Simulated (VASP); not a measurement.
BiMo (rocksalt type), 2 atoms in the cell. Symmetry: Fm-3m, No. 225, cubic system. The conventional cell has a = 5.689 Å, b = 5.689 Å, c = 5.689 Å, α = 90.00°, β = 90.00°, γ = 90.00°. Mo (site symmetry m-3m) has 6 Bi at 2.84 Å within 3.7 Å. Within 3.7 Å of Bi (site symmetry m-3m) lie 6 Mo at 2.84 Å. 

| Item | Value |
| --- | --- |
| Program | VASP 6.6.1 |
| Task | electric field gradients |
| Functional | LDA |
| Potentials or basis | VASP PAW LDA potentials, release 64 (Mo_sv, Bi_d) |
| Cutoff | 520 eV |
| k mesh | 12 × 12 × 12 |
| Occupations | fermi-dirac, width 0.05 eV |
| Spin | no spin polarisation |
| Dipole correction | no |
| Further INCAR settings | ALGO = Normal; EDIFF = 1e-08; NBANDS = 22 |

Potentials or basis: VASP PAW LDA potentials, release 64 (Mo_sv, Bi_d).

The run is started by

```sh
$ cat potpaw_LDA.64/Mo_sv/POTCAR potpaw_LDA.64/Bi_d/POTCAR > POTCAR
$ mpirun -np 1 vasp_std > vasp.out
```

Hardware: 1 thread of Intel(R) Xeon(R) 6975P-C (Granite Rapids) (shared host).

**Question.** Estimate the wall time of this run.

**Answer.** It took 41 s on 1 thread of Intel(R) Xeon(R) 6975P-C (Granite Rapids), with other jobs on the host, peak memory 0.19 GiB. Counts: scf iterations 13, k points 72.
